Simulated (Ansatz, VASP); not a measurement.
Two plane-wave programs on Al3Cu2

File POSCAR:

```
Al3Cu2
1.0
    4.1018117833      0.0000000000      0.0000000000
   -2.0509058917      3.5522732059      0.0000000000
    0.0000000000      0.0000000000      4.7902669367
Al Cu
3 2
Direct
    0.0000000000      0.0000000000      0.0000000000
    0.3333333333      0.6666666667      0.3501725384
    0.6666666667      0.3333333333      0.6498274616
    0.3333333333      0.6666666667      0.8401683181
    0.6666666667      0.3333333333      0.1598316819
```

File INCAR.step1:

```
SYSTEM = Al3Cu2
PREC = Accurate
ENCUT = 520
ISMEAR = 0
SIGMA = 0.15
LREAL = .False.
LASPH = .True.
NELM = 60
NBANDS = 24
GGA = PE
ALGO = Normal
EDIFF = 1E-4
LWAVE = .True.
LCHARG = .False.
```

INCAR.step2

```
SYSTEM = Al3Cu2
PREC = Accurate
ENCUT = 520
EDIFF = 1E-7
ISMEAR = 0
SIGMA = 0.15
LREAL = .False.
LASPH = .True.
NELM = 60
ALGO = Normal
ISIF = 2
LWAVE = .False.
LCHARG = .False.
METAGGA = R2SCAN
LMIXTAU = .True.
NBANDS = 24
ISTART = 1
```

The input KPOINTS:

```
regular mesh
0
Gamma
  12 12 10
  0 0 0
```

Input for Ansatz:

```yaml
crystal:
  lattice:
    - [4.1018117833, 0.0, 0.0]
    - [-2.0509058917, 3.5522732059, 0.0]
    - [0.0, 0.0, 4.7902669367]
  atoms:
    - { symbol: Al, position: [0.0, 0.0, 0.0] }
    - { symbol: Al, position: [0.3333333333, 0.6666666667, 0.3501725384] }
    - { symbol: Al, position: [0.6666666667, 0.3333333333, 0.6498274616] }
    - { symbol: Cu, position: [0.3333333333, 0.6666666667, 0.8401683181] }
    - { symbol: Cu, position: [0.6666666667, 0.3333333333, 0.1598316819] }
basis:
  ecutwfc: 500
kpoints:
  mp_grid: { grid: [12, 12, 10] }
hamiltonian:
  xc: r2scan
scf:
  occupations: { method: gaussian, width: 0.15 }
output:
  forces: true
  stress: true
  eigenvalues: true
```

Change from the starting cell: strain +0.000 along x and y, -0.040 along z, atoms carried along.

Alike in both runs: task single point; functional r2SCAN; k mesh 12 × 12 × 10; occupations gaussian, width 0.15 eV; no spin polarisation.

```csv
,VASP,Ansatz
version,VASP 6.6.1,Ansatz 0.2.0
potentials or method,"VASP PAW PBE potentials, release 64 (Al, Cu), cutoff 520 eV","scalar-relativistic, plane waves, PAW"
valence electrons in the cell,31,47
```

Ansatz gave:

| Item | Value |
| --- | --- |
| gap on the k mesh at the Fermi level (eV) | none |
| pressure (GPa) | 5.7 |
| traceless stress, the component that is largest in VASP (GPa) | 7.66 |
| rms of the force components (eV/Å) | 0.071 |

Question: Estimate VASP's values.

Answer: gap on the k mesh at the Fermi level (eV): none; pressure (GPa): 5.6; traceless stress, the component that is largest in VASP (GPa): 7.65; rms of the force components (eV/Å): 0.068.

VASP's potentials were made for PBE, not for r2SCAN. Atom by atom the forces differ by 0.003 eV/Å (rms over components). A gap of «none» marks a metal or a gap that the smearing closes. With one functional, cell and mesh, what is left measures potentials, basis and numerics. VASP's potentials hold 31 valence electrons a cell and Ansatz's 47, so a difference there can come from the potentials and not from the codes.
